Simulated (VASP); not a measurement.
Set up this calculation in VASP 6.6.1, as the native input.

```
Task                   : single point
Functional             : r2SCAN
Potentials or basis    : VASP PAW PBE potentials, release 64 (Cu, O)
Cutoff                 : 520 eV
k mesh                 : 6 × 6 × 3
Occupations            : fermi-dirac, width 0.05 eV
Spin                   : no spin polarisation
Dipole correction      : no
Further INCAR settings : ALGO = Normal; EDIFF = 1e-07; NBANDS = 25
```

CuO:

```
Cu O
1.0
     2.34465   -1.71340    0.00000
     2.34465    1.71340    0.00000
    -0.86055    0.00000    5.05944
Cu O
2 2
Direct
  0.00320 0.49680 0.00000
  0.49680 0.00320 0.50000
  0.57140 0.40560 0.25370
  0.40560 0.57140 0.75370
```

The input as run:

POSCAR

```
CuO
1.0
    2.3446497600     -1.7133998200      0.0000000000
    2.3446497600      1.7133998200      0.0000000000
   -0.8605499100      0.0000000000      5.0594394800
Cu O
2 2
Direct
    0.0032000000      0.4968000000      0.0000000000
    0.4968000000      0.0032000000      0.5000000000
    0.5714000000      0.4056000000      0.2537000000
    0.4056000000      0.5714000000      0.7537000000
```

INCAR.step1

```
SYSTEM = CuO
PREC = Accurate
ENCUT = 520
ISMEAR = -1
SIGMA = 0.05
LREAL = .False.
LASPH = .True.
NELM = 60
NBANDS = 25
GGA = PE
ALGO = Normal
EDIFF = 1E-4
LWAVE = .True.
LCHARG = .False.
```

INCAR.step2

```
SYSTEM = CuO
PREC = Accurate
ENCUT = 520
EDIFF = 1E-7
ISMEAR = -1
SIGMA = 0.05
LREAL = .False.
LASPH = .True.
NELM = 60
ALGO = Normal
ISIF = 2
LWAVE = .False.
LCHARG = .True.
METAGGA = R2SCAN
LMIXTAU = .True.
LELF = .True.
LVHAR = .True.
NBANDS = 25
ISTART = 1
```

KPOINTS

```
Automatic mesh
0
Gamma
  6 6 3
  0 0 0
```

Potentials or basis: VASP PAW PBE potentials, release 64 (Cu, O).

Command:

```sh
$ cat potpaw_PBE.64/Cu/POTCAR potpaw_PBE.64/O/POTCAR > POTCAR
$ cp INCAR.step1 INCAR
$ mpirun -np 1 vasp_std > vasp.out
$ cp INCAR.step2 INCAR
$ mpirun -np 1 vasp_std > vasp.out
```

Results of the run:

* Pressure: -0.3 GPa
* Largest force: 0.745 eV/Å
* Band gap on the k mesh: zero (band 17 reaches 5.69 eV, above the bottom of band 18 at 5.21 eV)

Caveat: the k points lie up to 0.41 Å⁻¹ apart; the PAW data sets were made with another functional, which shifts forces and pressure a little; semilocal functionals often make such compounds metallic where correlation or magnetic order opens a gap, which also shifts bond lengths.

Wall time 92 s on 1 thread of Intel(R) Xeon(R) Platinum 8488C (Sapphire Rapids) (shared host), peak memory 0.18 GiB.
